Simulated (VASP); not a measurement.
Runs of VASP 6.6.1 on CrW3. The structure is that of space group Pm-3m (No. 221), or close to it. The cells are those of the table. 

```csv
task,cell,k mesh,cutoff (eV),gap on the mesh (eV),pressure (GPa),relaxed volume (Å³/atom)
single point,"a = 3.954 Å, 4 atoms",4 × 4 × 4,520,none,0.2,-
relaxation of cell and atoms,"relaxed from a = 3.880 Å, 4 atoms",4 × 4 × 4,600,none,-0.1,15.48
single point,"a = 3.950 Å, 4 atoms",12 × 12 × 12,520,none,0.4,-
relaxation of cell and atoms,"relaxed from a = 3.954 Å, 4 atoms",12 × 12 × 12,600,none,0.1,(a)
```

Alike in all rows: level PBE; potentials or basis VASP PAW PBE potentials, release 64 (Cr_pv, W_sv); no spin polarisation; smearing gaussian 0.1 eV.

**Question.** Fill in the values left out.

**Answer.** (a) 15.43.

Caveats: some runs use coarse meshes; spin-orbit coupling is left out, which moves the levels of the heavy elements.

A k mesh can miss the band edges, and the runs leave out spin-orbit coupling on W.

A gap of «none» marks levels without a gap at the run's occupations.
